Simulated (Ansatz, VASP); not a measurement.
One calculation of SnTe, two programs

```xyz
2
Lattice="0.0000 3.2864 3.2864 3.2864 0.0000 3.2864 3.2864 3.2864 0.0000" Properties=species:S:1:pos:R:3 pbc="T T T"
Sn    3.2864    3.2864    3.2864
Te    0.0000    0.0000    0.0000
```

Alike in both runs: task single point; functional RPBE; k mesh 6 × 6 × 6; occupations gaussian, width 0.05 eV; no spin polarisation.

|  | VASP | Ansatz |
| --- | --- | --- |
| version | VASP 6.6.1 | Ansatz 0.2.0 |
| potentials or method | VASP PAW PBE potentials, release 64 (Sn_d, Te), cutoff 520 eV | scalar-relativistic, plane waves, PAW |
| valence electrons in the cell | 20 | 30 |

```csv
,VASP,Ansatz,Ansatz less VASP
gap on the k mesh at the Fermi level (eV),0.28,0.28,+0.001
least direct gap on the mesh (eV),0.28,0.28,+0.001
pressure (GPa),-1.4,-1.3,+0.08
```

VASP's potentials were made for PBE, not for RPBE. VASP's potentials hold 20 valence electrons a cell and Ansatz's 30, so a difference there can come from the potentials and not from the codes.

Spin-orbit coupling is off throughout.
